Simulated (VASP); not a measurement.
## SiNi: single point with LDA

SiNi:

```
Ni Si
1.0
     4.43016    0.00000    0.00000
     0.00000    4.43016    0.00000
     0.00000    0.00000    4.43016
Ni Si
4 4
Direct
  0.14891 0.14891 0.14891
  0.64891 0.35109 0.85109
  0.85109 0.64891 0.35109
  0.35109 0.85109 0.64891
  0.84626 0.84626 0.84626
  0.34626 0.65374 0.15374
  0.15374 0.34626 0.65374
  0.65374 0.15374 0.34626
```

```
Program                : VASP 6.6.1
Task                   : single point
Functional             : LDA
Potentials or basis    : VASP PAW LDA potentials, release 64 (Ni, Si)
Cutoff                 : 520 eV
k mesh                 : 6 × 6 × 6
Occupations            : fermi-dirac, width 0.05 eV
Spin                   : collinear spin, ferromagnetic start
Starting moments       : [1.0, 1.0, 1.0, 1.0, 0.0, 0.0, 0.0, 0.0] μB
Dipole correction      : no
Further INCAR settings : ALGO = Normal; EDIFF = 1e-06; NBANDS = 42
```

| Quantity | Value |
| --- | --- |
| Pressure | 0.3 GPa |
| Largest force | 0.008 eV/Å |
| Band gap on the k mesh | zero (filled and empty bands overlap) |
| Net moment | 0.00 μB per cell |
| Valence electrons inside the program's atomic spheres | Ni 9.69; Si 1.62 |

Forces on the atoms (eV/Å):
```
Ni   0.002  0.002  0.002
Ni   0.002 -0.002 -0.002
Ni  -0.002  0.002 -0.002
Ni  -0.002 -0.002  0.002
Si   0.005  0.005  0.005
Si   0.005 -0.005 -0.005
Si  -0.005  0.005 -0.005
Si  -0.005 -0.005  0.005
```

Levels at points of the mesh, in eV from the Fermi level:
Spin up:
```csv
k point,band 24,band 25,band 26,band 27,band 28,band 29,band 30,band 31,band 32,band 33
"(0.00, 0.00, 0.00)",-2.44,-1.73,-1.73,-1.73,1.09,1.09,1.09,1.43,1.43,2.08
"(0.50, 0.00, 0.00)",-2.29,-2.14,-2.14,-0.66,-0.66,-0.19,-0.19,2.88,2.88,2.99
"(0.50, 0.50, 0.00)",-2.61,-1.64,-1.64,-1.03,-1.03,0.40,0.40,0.91,0.91,4.00
"(0.50, 0.50, 0.50)",-2.86,-1.91,-1.91,-1.91,-1.91,4.38,4.38,4.38,4.38,4.65
```
Spin down:
| k point | band 25 | band 26 | band 27 | band 28 | band 29 | band 30 | band 31 | band 32 |
| --- | --- | --- | --- | --- | --- | --- | --- | --- |
| (0.00, 0.00, 0.00) | -1.73 | -1.73 | -1.73 | 1.09 | 1.09 | 1.09 | 1.43 | 1.43 |
| (0.50, 0.00, 0.00) | -2.14 | -2.14 | -0.66 | -0.66 | -0.19 | -0.19 | 2.88 | 2.88 |
| (0.50, 0.50, 0.00) | -1.64 | -1.64 | -1.03 | -1.03 | 0.40 | 0.40 | 0.91 | 0.91 |
| (0.50, 0.50, 0.50) | -1.91 | -1.91 | -1.91 | -1.91 | 4.38 | 4.38 | 4.38 | 4.38 |

Wall time 4.7 min on 1 thread of AMD EPYC 7R43 64-Core Processor (Zen 3), with other jobs on the host, peak memory 0.22 GiB.
